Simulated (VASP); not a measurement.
Wanted: the native input for a VASP 6.6.1 run.

```
Task                   : relaxation of cell and atoms
Functional             : PBE
Potentials or basis    : VASP PAW PBE potentials, release 64 (Sr_sv, Tm_3, Si), 4f in core
Cutoff                 : 500 eV
k mesh                 : 4 × 4 × 2
Occupations            : gaussian, width 0.2 eV
Spin                   : no spin polarisation
Dipole correction      : no
Further INCAR settings : ALGO = Normal; EDIFF = 1e-07; IBRION = 2; EDIFFG = -0.08; NSW = 36; ISIF = 3
```

The structure of Sr4TmSi lies in POSCAR:

```
Sr4TmSi
1.0
    4.3428003800      0.0000000000      0.0000000000
    0.0000000000      4.3428003800      0.0000000000
    0.0000000000      0.0000000000      7.5313932200
Sr Tm Si
4 1 1
Direct
    0.0000000000      0.0000000000      0.7185918700
    0.0000000000      0.0000000000      0.2814081300
    0.5000000000      0.0000000000      0.0000000000
    0.0000000000      0.5000000000      0.0000000000
    0.0000000000      0.0000000000      0.0000000000
    0.5000000000      0.5000000000      0.5000000000
```

The cell was generated, and may not be a known phase.

One way to write it, as run:

INCAR

```
SYSTEM = Sr4TmSi
  ALGO = Normal
  EDIFF = 1E-7
  EDIFFG = -0.08
  ENCUT = 500
  GGA = PE
  GGA_COMPAT = .FALSE.
  IBRION = 2
  ISIF = 3
  ISMEAR = 0
  LASPH = .TRUE.
  LCHARG = .FALSE.
  LMAXMIX = 6
  LREAL = .FALSE.
  LWAVE = .FALSE.
  NELM = 200
  NELMIN = 4
  NSW = 36
  PREC = Accurate
  SIGMA = 0.2
```

KPOINTS

```
k-points
0
G
  4 4 2
  0 0 0
```

Potentials or basis: VASP PAW PBE potentials, release 64 (Sr_sv, Tm_3, Si), 4f in core.

The run is started by

```sh
$ cat potpaw_PBE.64/Sr_sv/POTCAR potpaw_PBE.64/Tm_3/POTCAR potpaw_PBE.64/Si/POTCAR > POTCAR
$ mpirun -np 1 vasp_std > vasp.out
```

It gave:

The relaxed volume is 60.87 Å³/atom. The relaxed cell is a = 5.943 Å, b = 5.943 Å, c = 10.339 Å, α = 90.00°, β = 90.00°, γ = 90.00° and the space group after relaxing (to 0.1 Å) is P4/mmm (No. 123). The energy gained by relaxing is 2920.4 meV/atom. The ionic steps are 10, the pressure after relaxing is 0.0 GPa and the largest force after relaxing is 0.048 eV/Å. The band gap on the k mesh is zero (an odd number of electrons rules out a gap without spin polarisation).

Caveat: the k points lie up to 0.30 Å⁻¹ apart in the final cell, too coarse for converged energies and pressures of a metal; the volume moved by over 15 % at a fixed basis, so the end points are rough; spin-orbit coupling is left out, which moves the levels of the heavy elements; the 4f electrons are frozen in the core, so they carry no moment and show no levels; the relaxation stopped at a loose force limit of 0.08 eV/Å, so its end isn't a converged minimum.

Run time: 7.7 min on 1 thread of Intel(R) Xeon(R) Platinum 8488C (Sapphire Rapids), on a shared host, peak memory 0.26 GiB.
